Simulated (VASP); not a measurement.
# Si (a cell with a defect) in VASP: a series of runs

The runs below take Si (a cell with a defect) through single point, with PBE.

Program: VASP 6.6.1. These are calculated values, not measurements. Logs are shortened: lines on timing, memory, paths and dates and some standing lists are left out, and cuts for length are marked.

### 1 The cell of the first run

The cell holds a defect, 17 atoms: a = 7.679 Å, b = 7.679 Å, c = 7.679 Å, α = 60.00°, β = 60.00°, γ = 60.00°.

### 2 Single point, PBE

The input, INCAR:

```
SYSTEM = Si
ALGO = Normal ; EDIFF = 1E-6
ENCUT = 520 ; GGA = PE
ISIF = 2 ; ISMEAR = 0
LASPH = .TRUE. ; LCHARG = .FALSE.
LREAL = Auto ; LWAVE = .FALSE.
NBANDS = 48 ; NELM = 80
PREC = Accurate ; SIGMA = 0.02
```

The input, KPOINTS:

```
k-points
0
G
  2 2 2
  0 0 0
```

The input, POSCAR:

```
Si
1.0
    0.0000000000      5.4300000000      5.4300000000
    5.4300000000      0.0000000000      5.4300000000
    5.4300000000      5.4300000000      0.0000000000
Si
17
Direct
    0.0000376611      0.0000453959     -0.0002023020
    0.1245240331      0.1245238490      0.1245398711
    0.0030544199      0.0030428177      0.4968406077
    0.1246651934      0.1246648250      0.6260060773
    0.0029012891      0.4968988950      0.0032476980
    0.1245549724      0.6263192449      0.1245709945
    0.0031075506      0.4970381215      0.4968688766
    0.1312190608      0.6229461326      0.6228790976
    0.4968968692      0.0028948435      0.0032528545
    0.6263095764      0.1245581952      0.1245742173
    0.4970357274      0.0031014733      0.4968720074
    0.6229594843      0.1311751381      0.6228952118
    0.4969295580      0.4969348987      0.0033024862
    0.6224538674      0.6224564457      0.1326131676
    0.4997885820      0.4997464088      0.5011278085
    0.6231014733      0.6231022099      0.6230478821
    0.7497611418      0.7497167587      0.7512294659
```

Potentials or basis: VASP PAW PBE potentials, release 64 (Si).

Run with:

```bash
cat potpaw_PBE.64/Si/POTCAR > POTCAR
mpirun -np 1 vasp_std > vasp.out
```

OUTCAR:

```text
SYSTEM = Si
   EDIFF = 1E-6
   ENCUT = 520
   GGA = PE
   ISIF = 2
   ISMEAR = 0
   LASPH = .TRUE.
   LREAL = Auto
   NELM = 80
   PREC = Accurate

 ion  position               nearest neighbor table
   1  0.000  0.000  1.000-   2 2.34   6 2.34  10 2.34   4 2.34
   2  0.125  0.125  0.125-   3 2.33   9 2.34   5 2.34   1 2.34
   3  0.003  0.003  0.497-   2 2.33   4 2.34  12 2.38   8 2.38  17 2.75
   4  0.125  0.125  0.626-  11 2.34   7 2.34   3 2.34   1 2.34
   5  0.003  0.497  0.003-   2 2.34   6 2.34   8 2.38  14 2.39  17 2.74
   6  0.125  0.626  0.125-   7 2.33  13 2.34   5 2.34   1 2.34
   7  0.003  0.497  0.497-   6 2.33   4 2.34  16 2.38   8 2.38  17 2.75
   8  0.131  0.623  0.623-  15 2.31   7 2.38   3 2.38   5 2.38  17 2.39
   9  0.497  0.003  0.003-   2 2.34  10 2.34  12 2.38  14 2.39  17 2.74
  10  0.626  0.125  0.125-  11 2.33  13 2.34   9 2.34   1 2.34
  11  0.497  0.003  0.497-  10 2.33   4 2.34  16 2.38  12 2.38  17 2.75
  12  0.623  0.131  0.623-  15 2.31  11 2.38   3 2.38   9 2.38  17 2.39
  13  0.497  0.497  0.003-   6 2.34  10 2.34  16 2.38  14 2.38  17 2.75
  14  0.622  0.622  0.133-  15 2.31  13 2.38   9 2.39   5 2.39  17 2.39
  15  0.500  0.500  0.501-  14 2.31   8 2.31  12 2.31  16 2.31
  16  0.623  0.623  0.623-  15 2.31  11 2.38   7 2.38  13 2.38  17 2.39
  17  0.750  0.750  0.751-  14 2.39  16 2.39   8 2.39  12 2.39   5 2.74   9 2.74  13 2.75   3 2.75
                             7 2.75  11 2.75

  LATTYP: Found a face centered cubic cell.
 ALAT       =    10.8600000000

  Lattice vectors:

 A1 = (   0.0000000000,   5.4300000000,   5.4300000000)
 A2 = (   5.4300000000,   0.0000000000,   5.4300000000)
 A3 = (   5.4300000000,   5.4300000000,   0.0000000000)

Analysis of symmetry for initial positions (statically):
=====================================================================
 Subroutine PRICEL returns:
 Original cell was already a primitive cell.

 Routine SETGRP: Setting up the symmetry group for a
 face centered cubic supercell.

 Subroutine GETGRP returns: Found  1 space group operations
 (whereof  1 operations were pure point group operations)
 out of a pool of 48 trial point group operations.

The static configuration has the point symmetry C_1 .

Analysis of symmetry for dynamics (positions and initial velocities):
=====================================================================
 Subroutine PRICEL returns:
 Original cell was already a primitive cell.

 Routine SETGRP: Setting up the symmetry group for a
 face centered cubic supercell.

 Subroutine GETGRP returns: Found  1 space group operations
 (whereof  1 operations were pure point group operations)
 out of a pool of 48 trial point group operations.

The dynamic configuration has the point symmetry C_1 .

 Subroutine INISYM returns: Found  1 space group operations
 (whereof  1 operations are pure point group operations),
 and found     1 'primitive' translations

----------------------------------------------------------------------------------------

                                     Primitive cell

  volume of cell :     320.2060

  direct lattice vectors                    reciprocal lattice vectors
     0.000000000  5.430000000  5.430000000    -0.092081031  0.092081031  0.092081031
     5.430000000  0.000000000  5.430000000     0.092081031 -0.092081031  0.092081031
     5.430000000  5.430000000  0.000000000     0.092081031  0.092081031 -0.092081031

  length of vectors
     7.679179644  7.679179644  7.679179644     0.159489025  0.159489025  0.159489025

  position of ions in fractional coordinates (direct lattice)
     0.000037661  0.000045396  0.999797698
     0.124524033  0.124523849  0.124539871
     0.003054420  0.003042818  0.496840608
     0.124665193  0.124664825  0.626006077
     0.002901289  0.496898895  0.003247698
     0.124554972  0.626319245  0.124570994
[... 9 lines left out ...]
     0.623101473  0.623102210  0.623047882
     0.749761142  0.749716759  0.751229466

  ion indices of the primitive-cell ions
   primitive index   ion index
                 1           1
                 2           2
                 3           3
                 4           4
                 5           5
                 6           6
[... 9 lines left out ...]
                16          16
                17          17

----------------------------------------------------------------------------------------

 KPOINTS: k-points

Automatic generation of k-mesh.
 Grid dimensions read from file:
 generate k-points for:    2    2    2

 Generating k-lattice:

  Cartesian coordinates                     Fractional coordinates (reciprocal lattice)
    -0.046040516  0.046040516  0.046040516     0.500000000  0.000000000  0.000000000
     0.046040516 -0.046040516  0.046040516     0.000000000  0.500000000  0.000000000
     0.046040516  0.046040516 -0.046040516     0.000000000  0.000000000  0.500000000

  Length of vectors
     0.079744512  0.079744512  0.079744512

  Shift w.r.t. Gamma in fractional coordinates (k-lattice)
     0.000000000  0.000000000  0.000000000

 Subroutine IBZKPT returns following result:
 ===========================================

 Found      8 irreducible k-points:

 Following reciprocal coordinates:
            Coordinates               Weight
  0.000000  0.000000  0.000000      1.000000
  0.500000  0.000000  0.000000      1.000000
  0.000000  0.500000  0.000000      1.000000
  0.000000  0.000000  0.500000      1.000000
  0.500000  0.500000  0.500000      1.000000
  0.500000  0.500000  0.000000      1.000000
  0.000000  0.500000  0.500000      1.000000
  0.500000  0.000000  0.500000      1.000000
   k-points           NKPTS =      8   k-points in BZ     NKDIM =      8   number of bands    NBANDS=     48
   number of dos      NEDOS =    301   number of ions     NIONS =     17
   total plane-waves  NPLWV = 216000
   dimension x,y,z NGX =    60 NGY =   60 NGZ =   60
   dimension x,y,z NGXF=   120 NGYF=  120 NGZF=  120
   ions per type =              17
   NGX,Y,Z   is equivalent  to a cutoff of  12.99, 12.99, 12.99 a.u.
   NGXF,Y,Z  is equivalent  to a cutoff of  25.98, 25.98, 25.98 a.u.
 SYSTEM =  Si
   PREC   = accura    normal or accurate (medium, high low for compatibility)
   ISTART =      0    job   : 0-new  1-cont  2-samecut
   ICHARG =      2    charge: 1-file 2-atom 10-const
   ISPIN  =      1    spin polarized calculation?
   LNONCOLLINEAR =      F non collinear calculations
   LSORBIT =      F    spin-orbit coupling
   LASPH  =      T    aspherical Exc in radial PAW
   ENCUT  =  520.0 eV  38.22 Ry    6.18 a.u.  14.28 14.28 14.28*2*pi/ulx,y,z
   NELM   =     80;   NELMIN=  2; NELMDL= -5     # of ELM steps
   EDIFF  = 0.1E-05   stopping-criterion for ELM
   LREAL  =      T    real-space projection
   EDIFFG = 0.1E-04   stopping-criterion for IOM
   NSW    =      0    number of steps for IOM
   IBRION =     -1    ionic relax: 0-MD 1-quasi-New 2-CG
   NFREE  =      0    steps in history (QN), initial steepest desc. (CG)
   ISIF   =      2    stress and relaxation
   ISYM   =      2    0-nonsym 1-usesym 2-fastsym
   POTIM  = 0.5000    time-step for ionic-motion
   TEBEG  =    0.0;   TEEND  =   0.0 temperature during run
   PSTRESS=    0.0 pullay stress
   NELECT =      68.0000    total number of electrons
   NUPDOWN=      -1.0000    fix difference up-down
   EMIN   =  10.00;   EMAX   =-10.00  energy-range for DOS
   EFERMI =   0.00;   METHOD = LEGACY
   ISMEAR =     0;   SIGMA  =   0.02  broadening in eV -4-tet -1-fermi 0-gaus
   EFERMI_NEDOS =   21; number of points for ismear=-14 and -15
   IALGO  =     38    algorithm
   IMIX   =      4    mixing-type and parameters
     AMIX     =   0.40;   BMIX     =  1.00
     AMIX_MAG =   1.60;   BMIX_MAG =  1.00
  volume/ion in A,a.u.               =      18.84       127.11
  Fermi-wavevector in a.u.,A,eV,Ry     =   0.976715  1.845724 12.979587  0.953973
  Thomas-Fermi vector in A             =   2.107356
   LORBIT       =      0    0 simple, 1 ext, 2 COOP (PROOUT), +10 PAW based schemes
   GGA     = PE    functional components
   LHFCALC =     F    Hartree Fock is set to
   AEXX    =    0.0000 exact exchange contribution
   IVDW    =     0    specifies the selected vdW correction
   LEPSILON=     F    determine dielectric tensor
   LRPA    =     F    only Hartree local field effects (RPA)
 non-spin polarized calculation
 Gauss-broadening in eV      SIGMA  =   0.02
  energy-cutoff  :      520.00
  volume of cell :      320.21
 maximum number of plane-waves:      8646
 NGX is ok and might be reduce to    60
   NGX = 29   NGY = 29   NGZ = 29

 number of electron      68.0000001 magnetization

 Free energy of the ion-electron system (eV)
  ---------------------------------------------------
  ext. energy  EPLUGINS =         0.00000000
  ---------------------------------------------------
  free energy    TOTEN  =       -87.99002176 eV

  energy without entropy =      -87.98616520  energy(sigma->0) =      -87.98809348

 E-fermi :   6.9201     XC(G=0):  -9.6743

 val. band max:        6.6785235987   @ k =   0.0000   0.0000   0.0000
 cond. band min:       6.9261826284   @ k =   0.5000   0.5000   0.0000
 fundamental gap:      0.2476590298
 Fermi energy:         6.9201138323

 k-point     1 :       0.0000    0.0000    0.0000
  band No.  band energies     occupation
      1      -6.3177      2.00000
      2      -3.7727      2.00000
      3      -3.6281      2.00000
      4      -3.6271      2.00000
      5      -3.6270      2.00000
      6      -2.8075      2.00000
[... 38 lines left out ...]
     45       8.1223      0.00000
     46       9.0620      0.00000

 k-point     2 :       0.5000    0.0000    0.0000
  band No.  band energies     occupation
      1      -5.9158      2.00000
      2      -4.9547      2.00000
      3      -3.5716      2.00000
      4      -3.4269      2.00000
      5      -3.4245      2.00000
      6      -2.9557      2.00000
[... 286 lines left out ...]
 k-point     8 :       0.5000    0.0000    0.5000
  band No.  band energies     occupation
      1      -5.7821      2.00000
      2      -4.7237      2.00000
      3      -3.9896      2.00000
      4      -3.8774      2.00000
      5      -3.8769      2.00000
      6      -3.6285      2.00000
[... 38 lines left out ...]
     45      10.1220      0.00000
     46      10.1273      0.00000
 [bands above 46 left out]

------------------------ aborting loop because EDIFF is reached ----------------------------------------

  FORCE on cell =-STRESS in cart. coord.  units (eV):
  Direction    XX          YY          ZZ          XY          YZ          ZX
  --------------------------------------------------------------------------------------
  -------------------------------------------------------------------------------------
  Total       10.6727142     10.6731625     10.6673373      0.0039061     -0.0006900     -0.0006751
  in kB       53.4018099     53.4040533     53.3749062      0.0195447     -0.0034523     -0.0033779
  external PRESSURE =      53.3935898 kB  Pullay stress =       0.0000000 kB

 VOLUME and BASIS-vectors are now :
 -----------------------------------------------------------------------------
  energy-cutoff  :      520.00
  volume of cell :      320.21
      direct lattice vectors                 reciprocal lattice vectors
     0.000000000  5.430000000  5.430000000    -0.092081031  0.092081031  0.092081031
     5.430000000  0.000000000  5.430000000     0.092081031 -0.092081031  0.092081031
     5.430000000  5.430000000  0.000000000     0.092081031  0.092081031 -0.092081031

 POSITION                                       TOTAL-FORCE (eV/Angst)
 -----------------------------------------------------------------------------------
      5.42915      5.42911      0.00045        -0.000779     -0.000809      0.000209
      1.35242      1.35242      1.35233        -0.003992     -0.004150      0.001016
      2.71437      2.71443      0.03311         0.001870      0.002004     -0.010379
      4.07614      4.07614      1.35386         0.004957      0.004778     -0.006799
      2.71580      0.03339      2.71391         0.001792     -0.011400     -0.000633
      4.07733      1.35275      4.07725        -0.001052     -0.005959      0.004157
[... 9 lines left out ...]
      6.76659      6.76659      6.76689        -0.001299     -0.001085     -0.008729
      8.15014      8.15038      8.14216         0.000644      0.000545      0.000455
 -----------------------------------------------------------------------------------
    total drift:                                0.003559      0.003695      0.001223

  FREE ENERGIE OF THE ION-ELECTRON SYSTEM (eV)
  ---------------------------------------------------
  free  energy   TOTEN  =       -87.9900217606 eV

  energy  without entropy=      -87.9861652037  energy(sigma->0) =      -87.98809348
```

Wall time 2.4 min (1 thread of Intel Xeon 6975P-C (Granite Rapids), shared host); peak memory 0.46 GiB.

What came out:

* Free energy: -87.9900 eV
* Pressure: 5.3 GPa
* Largest force: 0.018 eV/Å
* Band gap on the k mesh: zero (band 34 reaches 6.93 eV, above the bottom of band 35 at 6.67 eV)

Forces on the atoms (eV/Å):
```
Si  -0.001 -0.001  0.000
Si  -0.004 -0.004  0.001
Si   0.002  0.002 -0.010
Si   0.005  0.005 -0.007
Si   0.002 -0.011 -0.001
Si  -0.001 -0.006  0.004
Si   0.011  0.002 -0.001
Si   0.004  0.007 -0.002
Si  -0.011  0.002 -0.001
Si  -0.006 -0.001  0.004
Si   0.002  0.011 -0.001
Si   0.008  0.003 -0.001
Si   0.001  0.001  0.011
Si  -0.010 -0.009  0.012
Si   0.000  0.000  0.000
Si  -0.001 -0.001 -0.009
Si   0.001  0.001  0.000
```

Levels at points of the mesh, in eV from the Fermi level:
```
           k point  band 31  band 32  band 33  band 34  band 35  band 36  band 37  band 38
(0.00, 0.00, 0.00)    -0.83    -0.83    -0.83    -0.25    -0.25    -0.24     0.08     0.08
(0.50, 0.00, 0.00)    -1.58    -1.44    -1.44    -0.35     0.52     0.53     0.89     0.89
(0.00, 0.50, 0.00)    -1.58    -1.44    -1.44    -0.35     0.52     0.53     0.89     0.89
(0.00, 0.00, 0.50)    -1.59    -1.44    -1.44    -0.35     0.53     0.53     0.89     0.89
(0.50, 0.50, 0.50)    -1.58    -1.44    -1.44    -0.35     0.52     0.53     0.89     0.89
(0.50, 0.50, 0.00)    -2.03    -1.90    -1.00     0.01     0.71     1.01     1.02     1.14
(0.00, 0.50, 0.50)    -2.03    -1.90    -1.00     0.01     0.71     1.01     1.02     1.14
(0.50, 0.00, 0.50)    -2.03    -1.90    -1.00     0.01     0.71     1.01     1.02     1.14
```

Caveat: the k points lie up to 0.50 Å⁻¹ apart.

### 3 Single point, PBE

The input, INCAR:

```
SYSTEM = Si
PREC     = Accurate       ! precision mode
ENCUT    = 520            ! plane-wave cutoff, eV
EDIFF    = 1E-7           ! SCF threshold, eV
ISMEAR   = 0              ! smearing method
SIGMA    = 0.02           ! smearing width, eV
LREAL    = Auto         
LASPH    = .TRUE.         ! aspherical terms in the spheres
NELM     = 60             ! most SCF steps
ALGO     = Normal         ! electronic algorithm
ISIF     = 2              ! what is computed and relaxed
LWAVE    = .FALSE.        ! write WAVECAR
LCHARG   = .TRUE.         ! write CHGCAR
GGA      = PE             ! functional
LELF     = .TRUE.         ! ELF
LVHAR    = .TRUE.       
NBANDS   = 48             ! bands
```

The input, KPOINTS:

```
regular mesh
0
G
  2 2 2
  0 0 0
```

The input, POSCAR:

```
Si
1.0
    0.0000000000      5.4300000000      5.4300000000
    5.4300000000      0.0000000000      5.4300000000
    5.4300000000      5.4300000000      0.0000000000
Si
17
Direct
    0.0025640884      0.0013913444     -0.0065767956
    0.1280396869      0.1274569982      0.1219698895
    0.0020594843      0.0014552486      0.5020191529
    0.1254137201      0.1240008287      0.6247693370
   -0.0012442910      0.4996505525      0.0004523941
    0.1286006446      0.6210674954      0.1217052486
    0.0025733886      0.4926139042      0.5020348987
    0.1281577348      0.6212691529      0.6280435543
    0.5005224678     -0.0015186004      0.0003994475
    0.6224406077      0.1274343462      0.1220671271
    0.4940636280      0.0014949355      0.5021743094
    0.6220891344      0.1275915285      0.6280436464
    0.5010695212      0.4996393186      0.0005566298
    0.6251267035      0.6246850829      0.1250545120
    0.5006647330      0.4997546041      0.4987380295
    0.6222980663      0.6212518416      0.6281540516
    0.8754976059      0.8737395948      0.3749003683
```

Potentials or basis: VASP PAW PBE potentials, release 64 (Si).

Run with:

```bash
cat potpaw_PBE.64/Si/POTCAR > POTCAR
mpirun -np 1 vasp_std > vasp.out
```

Run time: 2.2 min. Hardware: 1 thread of Intel Xeon 6975P-C (Granite Rapids), shared host; peak memory 0.46 GiB.

Results (log left out):

| Item | Value |
| --- | --- |
| Free energy | -87.9901 eV |
| Pressure | 5.3 GPa |
| Largest force | 0.020 eV/Å |
| Band gap on the k mesh | zero (band 34 reaches 6.93 eV, above the bottom of band 35 at 6.67 eV) |

Forces on the atoms (eV/Å):
```
Si  -0.007  0.001 -0.001
Si  -0.011  0.008 -0.007
Si   0.005  0.012  0.007
Si   0.005  0.001  0.001
Si   0.013 -0.003  0.012
Si   0.011 -0.001 -0.003
Si  -0.006  0.001 -0.002
Si  -0.006 -0.005  0.002
Si  -0.001  0.011 -0.007
Si  -0.012  0.004 -0.011
Si   0.001 -0.004 -0.010
Si  -0.014  0.006 -0.007
Si   0.010 -0.011  0.003
Si   0.003 -0.001  0.002
Si   0.013 -0.009  0.012
Si  -0.007 -0.004  0.005
Si   0.002 -0.006  0.005
```

Levels at points of the mesh, in eV from the Fermi level:
| k point | band 31 | band 32 | band 33 | band 34 | band 35 | band 36 | band 37 | band 38 |
| --- | --- | --- | --- | --- | --- | --- | --- | --- |
| (0.00, 0.00, 0.00) | -0.83 | -0.83 | -0.83 | -0.25 | -0.25 | -0.25 | 0.08 | 0.08 |
| (0.50, 0.00, 0.00) | -1.59 | -1.44 | -1.44 | -0.35 | 0.53 | 0.53 | 0.89 | 0.89 |
| (0.00, 0.50, 0.00) | -1.58 | -1.44 | -1.44 | -0.35 | 0.53 | 0.53 | 0.89 | 0.89 |
| (0.00, 0.00, 0.50) | -1.58 | -1.44 | -1.44 | -0.35 | 0.53 | 0.53 | 0.89 | 0.89 |
| (0.50, 0.50, 0.50) | -1.59 | -1.44 | -1.44 | -0.35 | 0.53 | 0.53 | 0.89 | 0.89 |
| (0.50, 0.50, 0.00) | -2.03 | -1.90 | -1.00 | 0.01 | 0.71 | 1.01 | 1.02 | 1.14 |
| (0.00, 0.50, 0.50) | -2.03 | -1.90 | -1.00 | 0.01 | 0.71 | 1.01 | 1.02 | 1.14 |
| (0.50, 0.00, 0.50) | -2.03 | -1.90 | -1.00 | 0.01 | 0.71 | 1.01 | 1.02 | 1.14 |

Caveat: the k points lie up to 0.50 Å⁻¹ apart.
